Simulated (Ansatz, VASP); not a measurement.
## SiO2 in VASP and in Ansatz

The input INCAR:

```
ALGO = Normal ; EDIFF = 1E-7
ENCUT = 520 ; ISIF = 2
ISMEAR = 0 ; LASPH = T
LCHARG = F ; LREAL = F
LWAVE = F ; NBANDS = 25
NELM = 100 ; PREC = Accurate
SIGMA = 0.01
```

The input KPOINTS:

```
k-points
0
Gamma
  6 6 8
```

File POSCAR:

```
SiO2
1.0
    4.2792253149      0.0000000000      0.0000000000
    0.0000000000      4.2792253149      0.0000000000
    0.0000000000      0.0000000000      2.7302303663
Si O
2 4
Direct
    0.0000000000      0.0000000000      0.0000000000
    0.5000000000      0.5000000000      0.5000000000
    0.3059000000      0.3059000000      0.0000000000
    0.1941000000      0.8059000000      0.5000000000
    0.6941000000      0.6941000000      0.0000000000
    0.8059000000      0.1941000000      0.5000000000
```

Input for Ansatz:

```yaml
crystal:
  lattice:
    - [4.279225314863576, 0.0, 0.0]
    - [0.0, 4.279225314863576, 0.0]
    - [0.0, 0.0, 2.7302303663070417]
  atoms:
    - { symbol: Si, position: [0.0, 0.0, 0.0] }
    - { symbol: Si, position: [0.5, 0.5, 0.5] }
    - { symbol: O, position: [0.3059, 0.3059, 0.0] }
    - { symbol: O, position: [0.1941, 0.8059, 0.5] }
    - { symbol: O, position: [0.6941, 0.6941, 0.0] }
    - { symbol: O, position: [0.8059, 0.1941, 0.5] }
basis:
  ecutwfc: 420.0
kpoints:
  mp_grid:
    grid: [6, 6, 8]
hamiltonian:
  xc: lda
scf:
  convergence:
    dr2_threshold: 1.0e-10
  occupations:
    method: fixed
output:
  stress: true
```

Alike in both runs: task single point; functional LDA; k mesh 6 × 6 × 8; no spin polarisation.

```csv
,VASP,Ansatz
version,VASP 6.6.1,Ansatz 0.2.0
potentials or method,"VASP PAW LDA potentials, release 64 (Si, O), cutoff 520 eV","plane waves, PAW"
occupations,"gaussian, width 0.01 eV",fixed
valence electrons in the cell,32,32
```

Ansatz gave:

| Property | Result |
| --- | --- |
| pressure (GPa) | -23.6 |
| traceless stress, the component that is largest in VASP (GPa) | -2.46 |

Task: Which values does VASP return?

Result: Pressure (GPa): -22.7; traceless stress, the component that is largest in VASP (GPa): -1.93.

LDA's correlation is that of Perdew and Zunger in VASP and of Perdew and Wang (1992) in Ansatz.
